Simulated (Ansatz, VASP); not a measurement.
Two plane-wave programs on Ir

```
Ir
1.0
     0.00000    1.96263    1.96263
     1.96263    0.00000    1.96263
     1.96263    1.96263    0.00000
Ir
1
Direct
  0.00000 0.00000 0.00000
```

Alike in both runs: task single point; functional PBE; k mesh 8 × 8 × 8; occupations gaussian, width 0.05 eV; no spin polarisation.

|  | VASP | Ansatz |
| --- | --- | --- |
| version | VASP 6.6.1 | Ansatz 0.2.0 |
| potentials or method | VASP PAW PBE potentials, release 64 (Ir), cutoff 520 eV | scalar-relativistic, plane waves, PAW |
| valence electrons in the cell | 9 | 17 |

VASP gave:

```
pressure (GPa) : -11.6
```

Q: Estimate Ansatz's values.

A: Pressure (GPa): -12.0.

VASP's potentials hold 9 valence electrons a cell and Ansatz's 17, so a difference there can come from the potentials and not from the codes.

Neither program's run includes spin-orbit coupling.
